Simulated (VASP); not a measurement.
A run of VASP 6.6.1 is set up as follows.

The input INCAR:

```
ALGO = Normal
EDIFF = 1E-6
ENCUT = 600
GGA = PS
GGA_COMPAT = False
ISIF = 2
ISMEAR = 0
LASPH = True
LCHARG = False
LREAL = False
LWAVE = False
NBANDS = 15
NELM = 120
PREC = Accurate
SIGMA = 0.01
```

File KPOINTS:

```
k-points
0
Gamma
  8 8 8
```

Contents of POSCAR:

```
CaO
1.0
    0.0000000000      2.3837616548      2.3837616548
    2.3837616548      0.0000000000      2.3837616548
    2.3837616548      2.3837616548      0.0000000000
Ca O
1 1
Direct
    0.0000000000      0.0000000000      0.0000000000
    0.5000000000      0.5000000000      0.5000000000
```

Potentials or basis: VASP PAW PBE potentials, release 64 (Ca_sv, O).

Launch:

```console
$ cat potpaw_PBE.64/Ca_sv/POTCAR potpaw_PBE.64/O/POTCAR > POTCAR
$ mpirun -np 1 vasp_std > vasp.out
```

Problem. Predict the pressure.

Solution. 0.5 GPa.

Problem. Estimate the band gap on the k mesh.

Solution. 3.52 eV (least direct gap 3.90 eV).

Caveat: the PAW data sets were made with another functional, which shifts forces and pressure a little. A k mesh can miss the band edges.
